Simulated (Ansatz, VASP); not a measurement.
**TaPSe4 in VASP and in Ansatz**

```xyz
6
Lattice="0.0000 3.8810 3.8810 3.8810 0.0000 3.8810 3.8810 3.8810 0.0000" Properties=species:S:1:pos:R:3 pbc="T T T"
Ta    5.8215    5.8215    5.8215
P     3.8810    3.8810    3.8810
Se    0.9640    2.9170    2.9170
Se    0.9640    0.9640    0.9640
Se    2.9170    0.9640    2.9170
Se    2.9170    2.9170    0.9640
```

Change from the starting cell: species swapped into the TmNi4Au type (F-43m, No. 216).

Alike in both runs: functional PBE; k mesh 8 × 8 × 8; occupations gaussian, width 0.1 eV; no spin polarisation.

Ansatz relaxed the structure, and its values are those at the end. VASP's run is a single point on that final structure, the one shown.

|  | VASP | Ansatz |
| --- | --- | --- |
| version | VASP 6.6.1 | Ansatz 0.2.0 |
| potentials or method | VASP PAW PBE potentials, release 64 (Ta_pv, P, Se), cutoff 520 eV | scalar-relativistic, plane waves, PAW |
| valence electrons in the cell | 40 | 82 |

Ansatz gave:

| Item | Value |
| --- | --- |
| gap on the k mesh at the Fermi level (eV) | none |
| pressure (GPa) | 0.0 |

Question: Estimate VASP's values.

Answer: gap on the k mesh at the Fermi level (eV): none; pressure (GPa): 0.1.

A gap of «none» marks a metal or a gap that the smearing closes. VASP's potentials hold 40 valence electrons a cell and Ansatz's 82, so a difference there can come from the potentials and not from the codes.

Spin-orbit coupling is off throughout.
